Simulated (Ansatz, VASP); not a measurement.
## LiY2P2 in VASP and in Ansatz

Contents of INCAR:

```
ALGO = Normal
EDIFF = 1E-7
ENCUT = 520
GGA = PE
ISIF = 2
ISMEAR = 0
LASPH = True
LCHARG = True
LELF = True
LREAL = False
LVHAR = True
LWAVE = False
NBANDS = 46
NELM = 80
PREC = Accurate
SIGMA = 0.2
```

Contents of KPOINTS:

```
k-points
0
Gamma
  4 4 2
```

The input POSCAR:

```
LiY2P2
1.0
   -5.1974171494      0.0000000000      0.0000000000
    2.5987085747      2.5987085747     -6.5444744736
    0.0000000000    -10.3948342989      0.0000000000
Li Y P
2 4 4
Direct
    1.0000000000      1.0000000000      1.0000000000
    0.0000000000      0.0000000000      0.5000000000
    0.2500000000      0.5000000000      0.8750000000
    0.2500000000      0.5000000000      0.3750000000
    0.7500000000      0.5000000000      0.6250000000
    0.7500000000      0.5000000000      0.1250000000
    0.1823117985      0.3646235970      0.5911558992
    0.1823117985      0.3646235970      0.0911558992
    0.8176882015      0.6353764030      0.9088441008
    0.8176882015      0.6353764030      0.4088441008
```

Input for Ansatz:

```yaml
crystal:
  lattice:
    - [-5.1974171494, 0.0, 0.0]
    - [2.5987085747, 2.5987085747, -6.5444744736]
    - [0.0, -10.3948342989, 0.0]
  atoms:
    - { symbol: Li, position: [1.0, 1.0, 1.0] }
    - { symbol: Li, position: [0.0, 0.0, 0.5] }
    - { symbol: "Y", position: [0.25, 0.5, 0.875] }
    - { symbol: "Y", position: [0.25, 0.5, 0.375] }
    - { symbol: "Y", position: [0.75, 0.5, 0.625] }
    - { symbol: "Y", position: [0.75, 0.5, 0.125] }
    - { symbol: P, position: [0.1823117985, 0.364623597, 0.5911558992] }
    - { symbol: P, position: [0.1823117985, 0.364623597, 0.0911558992] }
    - { symbol: P, position: [0.8176882015, 0.635376403, 0.9088441008] }
    - { symbol: P, position: [0.8176882015, 0.635376403, 0.4088441008] }
basis:
  ecutwfc: 420
kpoints:
  mp_grid: { grid: [4, 4, 2] }
hamiltonian:
  xc: pbe
scf:
  occupations: { method: gaussian, width: 0.2 }
  lower_state_search: "off"
output:
  forces: true
  stress: true
  eigenvalues: true
```

Alike in both runs: task single point; functional PBE; k mesh 4 × 4 × 2; occupations gaussian, width 0.2 eV; no spin polarisation.

|  | VASP | Ansatz |
| --- | --- | --- |
| version | VASP 6.6.1 | Ansatz 0.2.0 |
| potentials or method | VASP PAW PBE potentials, release 64 (Li_sv, Y_sv, P), cutoff 520 eV | scalar-relativistic, plane waves, PAW |
| valence electrons in the cell | 70 | 70 |

|  | VASP | Ansatz | Ansatz less VASP |
| --- | --- | --- | --- |
| gap on the k mesh at the Fermi level (eV) | none | none | - |
| rms of the force components (eV/Å) | 0.010 | 0.014 | +0.0037 |

Atom by atom the forces differ by 0.004 eV/Å (rms over components). A gap of «none» marks a metal or a gap that the smearing closes. The functional is the same, so the differences come from potentials, cutoffs and numerics.

Noted on VASP's run: the cutoff is under 1.25 times that of the potentials, so the pressure is a little rough.
